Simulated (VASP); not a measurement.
Runs of VASP 6.6.1 on Te. The structure is that of space group Fd-3m (No. 227), or close to it. The cells are those of the table. This isn't the form of Te at room conditions, which is trigonal, of chains.

| task | cell | k mesh | cutoff (eV) | gap on the mesh (eV) | pressure (GPa) |
| --- | --- | --- | --- | --- | --- |
| single point | a = 4.883 Å, angles 60.0°, 2 atoms | 9 × 9 × 9 | 520 | none | 1.6 |
| single point | a = 5.015 Å, angles 60.0°, 2 atoms | 9 × 9 × 9 | 520 | none | -1.1 |
| single point | a = 5.140 Å, angles 60.0°, 2 atoms | 9 × 9 × 9 | 520 | none | (a) |
| relaxation of cell and atoms | relaxed from a = 4.793 Å, angles 60.0°, 2 atoms | 8 × 8 × 8 | 600 | none | 0.0 |
| single point | a = 4.743 Å, angles 60.0°, 2 atoms | 9 × 9 × 9 | 520 | none | 5.6 |
| single point | a = 4.950 Å, angles 60.0°, 2 atoms | 8 × 8 × 8 | 520 | none | 0.1 |
| single point | a = 4.950 Å, angles 60.0°, 2 atoms | 9 × 9 × 9 | 520 | none | 0.1 |
| single point | a = 4.814 Å, angles 60.0°, 2 atoms | 9 × 9 × 9 | 520 | none | (b) |

Alike in all rows: level LDA; potentials or basis VASP PAW LDA potentials, release 64 (Te); no spin polarisation; smearing fermi-dirac 0.1 eV.

Q: Estimate the missing entries.

A: (a) -2.8; (b) 3.4.

Caveats: spin-orbit coupling is left out, which moves the levels of the heavy elements; the cell stands under pressure (at least some runs).

A k mesh can miss the band edges, and the runs leave out spin-orbit coupling on Te.

A gap of «none» marks levels without a gap at the run's occupations.
